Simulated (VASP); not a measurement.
# F (Fm-3m) in VASP: a series of runs

Runs on F. Level: PBEsol. Tasks: single point.

Everything below comes from runs of VASP 6.6.1. Logs are shortened: lines on timing, memory, paths and dates and some standing lists are left out, and cuts for length are marked.

### 1 The cell of the first run

The structure is cubic, space group Fm-3m (No. 225). Conventional cell: a = 3.142 Å, b = 3.142 Å, c = 3.142 Å, α = 90.00°, β = 90.00°, γ = 90.00°. Within 2.9 Å of F (site symmetry m-3m) lie 12 F at 2.22 Å.

### 2 Single point, PBEsol (volume scaled by 0.84)

INCAR reads:

```
ALGO     = Normal         # electronic algorithm
EDIFF    = 1E-7           # SCF threshold, eV
ENCUT    = 520            # plane-wave cutoff, eV
GGA      = PS             # functional
ISIF     = 2              # what is computed and relaxed
ISMEAR   = -1             # smearing method
LASPH    = True           # aspherical terms in the spheres
LCHARG   = True           # write CHGCAR
LELF     = True           # ELF
LREAL    = False          # projectors in reciprocal space
LVHAR    = True         
LWAVE    = False          # write WAVECAR
NBANDS   = 10             # bands
NELM     = 80             # most SCF steps
PREC     = Accurate       # precision mode
SIGMA    = 0.08           # smearing width, eV
```

KPOINTS reads:

```
k-points
0
Gamma
  19 19 19
```

POSCAR reads:

```
F
1.0
    0.0000000000      1.5708096634      1.5708096634
    1.5708096634      0.0000000000      1.5708096634
    1.5708096634      1.5708096634      0.0000000000
F
1
Direct
    0.0000000000      0.0000000000      0.0000000000
```

Potentials or basis: VASP PAW PBE potentials, release 64 (F).

Started as:

```
> cat potpaw_PBE.64/F/POTCAR > POTCAR
> mpirun -np 1 vasp_std > vasp.out
```

OUTCAR:

```text
EDIFF = 1E-7
   ENCUT = 520
   GGA = PS
   ISIF = 2
   ISMEAR = -1
   LASPH = True
   LREAL = False
   NELM = 80
   PREC = Accurate

 ion  position               nearest neighbor table
   1  0.000  0.000  0.000-

  LATTYP: Found a face centered cubic cell.
 ALAT       =     3.1416193268

  Lattice vectors:

 A1 = (   0.0000000000,   1.5708096634,   1.5708096634)
 A2 = (   1.5708096634,   0.0000000000,   1.5708096634)
 A3 = (   1.5708096634,   1.5708096634,   0.0000000000)

Analysis of symmetry for initial positions (statically):
=====================================================================
 Subroutine PRICEL returns:
 Original cell was already a primitive cell.

 Routine SETGRP: Setting up the symmetry group for a
 face centered cubic supercell.

 Subroutine GETGRP returns: Found 48 space group operations
 (whereof 48 operations were pure point group operations)
 out of a pool of 48 trial point group operations.

The static configuration has the point symmetry O_h .

Analysis of symmetry for dynamics (positions and initial velocities):
=====================================================================
 Subroutine PRICEL returns:
 Original cell was already a primitive cell.

 Routine SETGRP: Setting up the symmetry group for a
 face centered cubic supercell.

 Subroutine GETGRP returns: Found 48 space group operations
 (whereof 48 operations were pure point group operations)
 out of a pool of 48 trial point group operations.

The dynamic configuration has the point symmetry O_h .

 Subroutine INISYM returns: Found 48 space group operations
 (whereof 48 operations are pure point group operations),
 and found     1 'primitive' translations

----------------------------------------------------------------------------------------

                                     Primitive cell

  volume of cell :       7.7518

  direct lattice vectors                    reciprocal lattice vectors
     0.000000000  1.570809663  1.570809663    -0.318307184  0.318307184  0.318307184
     1.570809663  0.000000000  1.570809663     0.318307184 -0.318307184  0.318307184
     1.570809663  1.570809663  0.000000000     0.318307184  0.318307184 -0.318307184

  length of vectors
     2.221460330  2.221460330  2.221460330     0.551324214  0.551324214  0.551324214

  position of ions in fractional coordinates (direct lattice)
     0.000000000  0.000000000  0.000000000

[... 73 lines left out ...]
   ENCUT  =  520.0 eV  38.22 Ry    6.18 a.u.   4.13  4.13  4.13*2*pi/ulx,y,z
   NELM   =     80;   NELMIN=  2; NELMDL= -5     # of ELM steps
   EDIFF  = 0.1E-06   stopping-criterion for ELM
   LREAL  =      F    real-space projection
   EDIFFG = 0.1E-05   stopping-criterion for IOM
   NSW    =      0    number of steps for IOM
   IBRION =     -1    ionic relax: 0-MD 1-quasi-New 2-CG
   NFREE  =      0    steps in history (QN), initial steepest desc. (CG)
   ISIF   =      2    stress and relaxation
   ISYM   =      2    0-nonsym 1-usesym 2-fastsym
   POTIM  = 0.5000    time-step for ionic-motion
   TEBEG  =    0.0;   TEEND  =   0.0 temperature during run
   PSTRESS=    0.0 pullay stress
   NELECT =       7.0000    total number of electrons
   NUPDOWN=      -1.0000    fix difference up-down
   EMIN   =  10.00;   EMAX   =-10.00  energy-range for DOS
   EFERMI =   0.00;   METHOD = LEGACY
   ISMEAR =    -1;   SIGMA  =   0.08  broadening in eV -4-tet -1-fermi 0-gaus
   EFERMI_NEDOS =   21; number of points for ismear=-14 and -15
   IALGO  =     38    algorithm
   IMIX   =      4    mixing-type and parameters
     AMIX     =   0.40;   BMIX     =  1.00
     AMIX_MAG =   1.60;   BMIX_MAG =  1.00
  volume/ion in A,a.u.               =       7.75        52.31
  Fermi-wavevector in a.u.,A,eV,Ry     =   1.582367  2.990240 34.067438  2.503886
  Thomas-Fermi vector in A             =   2.682301
   LORBIT       =      0    0 simple, 1 ext, 2 COOP (PROOUT), +10 PAW based schemes
   GGA     = PS    functional components
   LHFCALC =     F    Hartree Fock is set to
   AEXX    =    0.0000 exact exchange contribution
   IVDW    =     0    specifies the selected vdW correction
   LEPSILON=     F    determine dielectric tensor
   LRPA    =     F    only Hartree local field effects (RPA)
 non-spin polarized calculation
  energy-cutoff  :      520.00
  volume of cell :        7.75
 maximum number of plane-waves:       218
 NGX is ok and might be reduce to    18
   NGX =  9   NGY =  9   NGZ =  9

 number of electron       7.0000009 magnetization

 Free energy of the ion-electron system (eV)
  ---------------------------------------------------
  ext. energy  EPLUGINS =         0.00000000
  ---------------------------------------------------
  free energy    TOTEN  =        -0.87544689 eV

  energy without entropy =       -0.83807204  energy(sigma->0) =       -0.85675947

 E-fermi :  -0.8146     XC(G=0): -12.1911

 val. band max:       -0.8172225192   @ k =  -0.4211   0.1579   0.0526
 cond. band min:      -0.8108309908   @ k =  -0.4211   0.1579   0.0000
 fundamental gap:      0.0063915284
 Fermi energy:        -0.8146195964

 k-point     1 :       0.0000    0.0000    0.0000
  band No.  band energies     occupation
      1     -24.3953      2.00000
      2       0.0084      0.00007
      3       0.0084      0.00007
      4       0.0084      0.00007
      5      15.4907      0.00000
      6      37.5214      0.00000
      7      37.5214      0.00000
      8      37.5214      0.00000
      9      41.9883      0.00000
     10      49.8131      0.00000
[... 287 lines left out ...]
 k-point    24 :      -0.2632    0.0526    0.0000
  band No.  band energies     occupation
      1     -22.8014      2.00000
      2      -4.0405      2.00000
      3      -0.5832      0.10508
      4      -0.2948      0.00301
      5      19.1388      0.00000
      6      27.7265      0.00000
      7      35.4430      0.00000
      8      37.1154      0.00000
      9      43.0180      0.00000
     10      44.3435      0.00000

 [... further k-points ...]
[... 5 lines left out ...]
  --------------------------------------------------------------------------------------
  -------------------------------------------------------------------------------------
  Total        0.8793671      0.8793671      0.8793671      0.0000000      0.0000000     -0.0000000
  in kB      181.7523841    181.7523841    181.7523841      0.0000000      0.0000000     -0.0000000
  external PRESSURE =     181.7523841 kB  Pullay stress =       0.0000000 kB

 VOLUME and BASIS-vectors are now :
 -----------------------------------------------------------------------------
  energy-cutoff  :      520.00
  volume of cell :        7.75
      direct lattice vectors                 reciprocal lattice vectors
     0.000000000  1.570809663  1.570809663    -0.318307184  0.318307184  0.318307184
     1.570809663  0.000000000  1.570809663     0.318307184 -0.318307184  0.318307184
     1.570809663  1.570809663  0.000000000     0.318307184  0.318307184 -0.318307184

 POSITION                                       TOTAL-FORCE (eV/Angst)
 -----------------------------------------------------------------------------------
      0.00000      0.00000      0.00000        -0.000000     -0.000000      0.000000
 -----------------------------------------------------------------------------------
    total drift:                                0.000000     -0.000000      0.000000

  FREE ENERGIE OF THE ION-ELECTRON SYSTEM (eV)
  ---------------------------------------------------
  free  energy   TOTEN  =        -0.8754468897 eV

  energy  without entropy=       -0.8380720437  energy(sigma->0) =       -0.85675947
```

It took 6.7 s on 1 thread of Intel Xeon 6975P-C (Granite Rapids), shared host; peak memory 0.12 GiB.

What came out:

- Free energy: -0.8754 eV
- Pressure: 18.2 GPa

Levels at points of the mesh, in eV from the Fermi level:
```
           k point  band 2  band 3  band 4  band 5  band 6  band 7
(0.00, 0.00, 0.00)    0.82    0.82    0.82   16.31   38.34   38.34
```

Caveat: the PAW data sets were made with another functional, which shifts forces and pressure a little; an odd number of electrons without spin polarisation forces a metal; a magnetic or distorted state may lie lower.

### 3 Single point, PBEsol (volume scaled by 0.92)

INCAR reads:

```
SYSTEM = F
  ALGO = Normal
  EDIFF = 1E-6
  ENCUT = 520
  GGA = PS
  ISIF = 2
  ISMEAR = -1
  LASPH = .True.
  LCHARG = .False.
  LREAL = .False.
  LWAVE = .False.
  NBANDS = 10
  NELM = 100
  PREC = Accurate
  SIGMA = 0.08
```

KPOINTS reads:

```
k-points
0
Gamma
  19 19 19
  0 0 0
```

POSCAR reads:

```
F
1.0
    0.0000000000      1.6191723469      1.6191723469
    1.6191723469      0.0000000000      1.6191723469
    1.6191723469      1.6191723469      0.0000000000
F
1
Direct
    0.0000000000      0.0000000000      0.0000000000
```

Potentials or basis: VASP PAW PBE potentials, release 64 (F).

Started as:

```
> cat potpaw_PBE.64/F/POTCAR > POTCAR
> mpirun -np 1 vasp_std > vasp.out
```

OUTCAR:

```text
SYSTEM = F
   EDIFF = 1E-6
   ENCUT = 520
   GGA = PS
   ISIF = 2
   ISMEAR = -1
   LASPH = .True.
   LREAL = .False.
   NELM = 100
   PREC = Accurate

 ion  position               nearest neighbor table
   1  0.000  0.000  0.000-

  LATTYP: Found a face centered cubic cell.
 ALAT       =     3.2383446938

  Lattice vectors:

 A1 = (   0.0000000000,   1.6191723469,   1.6191723469)
 A2 = (   1.6191723469,   0.0000000000,   1.6191723469)
 A3 = (   1.6191723469,   1.6191723469,   0.0000000000)
[... 481 lines left out ...]
      1     -23.2997      2.00000
      2      -4.7135      2.00000
      3      -1.6491      0.14984
      4      -1.4008      0.00725
      5      16.9659      0.00000
      6      25.8091      0.00000
      7      33.2777      0.00000
      8      34.9168      0.00000
      9      40.3987      0.00000
     10      41.6689      0.00000

 [... further k-points ...]
[... 5 lines left out ...]
  --------------------------------------------------------------------------------------
  -------------------------------------------------------------------------------------
  Total        0.3292511      0.3292511      0.3292511      0.0000000      0.0000000      0.0000000
  in kB       62.1338883     62.1338883     62.1338883      0.0000000      0.0000000      0.0000000
  external PRESSURE =      62.1338883 kB  Pullay stress =       0.0000000 kB

 VOLUME and BASIS-vectors are now :
 -----------------------------------------------------------------------------
  energy-cutoff  :      520.00
  volume of cell :        8.49
      direct lattice vectors                 reciprocal lattice vectors
     0.000000000  1.619172347  1.619172347    -0.308799740  0.308799740  0.308799740
     1.619172347  0.000000000  1.619172347     0.308799740 -0.308799740  0.308799740
     1.619172347  1.619172347  0.000000000     0.308799740  0.308799740 -0.308799740

 POSITION                                       TOTAL-FORCE (eV/Angst)
 -----------------------------------------------------------------------------------
      0.00000      0.00000      0.00000        -0.000000      0.000000     -0.000000
 -----------------------------------------------------------------------------------
    total drift:                                0.000000     -0.000000      0.000000

  FREE ENERGIE OF THE ION-ELECTRON SYSTEM (eV)
  ---------------------------------------------------
  free  energy   TOTEN  =        -0.9339858035 eV

  energy  without entropy=       -0.8911513892  energy(sigma->0) =       -0.91256860
```

stdout:

```text
POSCAR found type information on POSCAR F
 POSCAR found :  1 types and       1 ions
 scaLAPACK will be used
 -----------------------------------------------------------------------------
|                                                                             |
|                                                                             |
|     You enforced a specific xc type in the INCAR file but a different       |
|     I HOPE YOU KNOW WHAT YOU ARE DOING!                                     |
|                                                                             |
 -----------------------------------------------------------------------------

 LDA part: xc-table for (Slater+PW92), standard interpolation
 POSCAR, INCAR and KPOINTS ok, starting setup
 FFT: planning ... GRIDC
 FFT: planning ... GRID_SOFT
 FFT: planning ... GRID
 WAVECAR not read
 entering main loop
```

Wall time 5.8 s (1 thread of Intel Xeon 6975P-C (Granite Rapids), shared host); peak memory 0.12 GiB.

Results:

```
Free energy : -0.9340 eV
Pressure    : 6.2 GPa
```

Caveat: the PAW data sets were made with another functional, which shifts forces and pressure a little; an odd number of electrons without spin polarisation forces a metal; a magnetic or distorted state may lie lower.
